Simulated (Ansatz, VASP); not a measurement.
**One calculation of Mo, two programs**

The input INCAR:

```
SYSTEM = Mo
PREC = Accurate ; ENCUT = 520
EDIFF = 1E-6 ; ISMEAR = 0
SIGMA = 0.15 ; LREAL = .False.
LASPH = .True. ; NELM = 60
ALGO = Fast ; ISIF = 2
LWAVE = .False. ; LCHARG = .False.
GGA = PS ; NBANDS = 13
```

The input KPOINTS:

```
Automatic mesh
0
Gamma
  24 24 24
  0 0 0
```

POSCAR

```
Mo
1.0
   -1.8135870227      1.8135870227      1.1788315648
    1.8135870227     -1.8135870227      1.1788315648
    1.8135870227      1.8135870227     -1.1788315648
Mo
1
Direct
    0.0000000000      0.0000000000      0.0000000000
```

Input for Ansatz:

```yaml
crystal:
  lattice:
    - [-1.8135870227, 1.8135870227, 1.1788315648]
    - [1.8135870227, -1.8135870227, 1.1788315648]
    - [1.8135870227, 1.8135870227, -1.1788315648]
  atoms:
    - { symbol: Mo, position: [0.0, 0.0, 0.0] }
basis:
  ecutwfc: 420
kpoints:
  mp_grid: { grid: [24, 24, 24] }
hamiltonian:
  xc: pbesol
scf:
  occupations: { method: gaussian, width: 0.15 }
output:
  forces: true
  stress: true
  eigenvalues: true
```

Alike in both runs: task single point; functional PBEsol; k mesh 24 × 24 × 24; occupations gaussian, width 0.15 eV; no spin polarisation.

```csv
,VASP,Ansatz
version,VASP 6.6.1,Ansatz 0.2.0
potentials or method,"VASP PAW PBE potentials, release 64 (Mo_sv), cutoff 520 eV","scalar-relativistic, plane waves, PAW"
valence electrons in the cell,14,14
```

|  | VASP | Ansatz | Ansatz less VASP |
| --- | --- | --- | --- |
| gap on the k mesh at the Fermi level (eV) | none | none | - |
| pressure (GPa) | 18.8 | 18.0 | -0.81 |
| traceless stress, the component that is largest in VASP (GPa) | 44.40 | 43.61 | -0.795 |

VASP's potentials were made for PBE, not for PBEsol. A gap of «none» marks a metal or a gap that the smearing closes. With one functional, cell and mesh, what is left measures potentials, basis and numerics.
